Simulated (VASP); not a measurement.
Here is a VASP 6.6.1 calculation.

Contents of INCAR:

```
SYSTEM = WS2
PREC = Accurate
ENCUT = 520
EDIFF = 1E-6
ISMEAR = 0
SIGMA = 0.05
LREAL = .FALSE.
LASPH = .TRUE.
NELM = 100
ALGO = Normal
ISIF = 2
LWAVE = .FALSE.
LCHARG = .TRUE.
LELF = .TRUE.
LVHAR = .TRUE.
NBANDS = 35
```

KPOINTS

```
Automatic mesh
0
G
  12 12 2
  0 0 0
```

POSCAR

```
WS2
1.0
    2.9700959425     -0.0859764615     -0.0859764615
   -1.5595057710      2.6151667687     -0.0314695690
   -0.6419207899     -0.6419207899     22.1754454697
W S
2 4
Direct
    0.3333333333      0.6666666667      0.6302757360
    0.6666666667      0.3333333333      0.3697242640
    0.3333333333      0.6666666667      0.3028928957
    0.6666666667      0.3333333333      0.5633280735
    0.3333333333      0.6666666667      0.4366719265
    0.6666666667      0.3333333333      0.6971071043
```

Potentials or basis: VASP PAW LDA potentials, release 64 (W_sv, S).

Launch:

```bash
$ cat potpaw_LDA.64/W_sv/POTCAR potpaw_LDA.64/S/POTCAR > POTCAR
$ mpirun -np 1 vasp_std > vasp.out
```

Estimate the largest force.

4.933 eV/Å.

Estimate the band gap on the k mesh.

1.18 eV (least direct gap 2.24 eV).

Forces on the atoms (eV/Å):
```
W    1.487  0.092  0.447
W   -1.487 -0.092 -0.447
S   -0.846 -1.539 -3.820
S   -2.283 -1.554 -4.087
S    2.283  1.554  4.087
S    0.846  1.539  3.820
```

Caveat: there is no dipole correction, which matters where the two faces differ; spin-orbit coupling is left out, which moves the levels of the heavy elements.
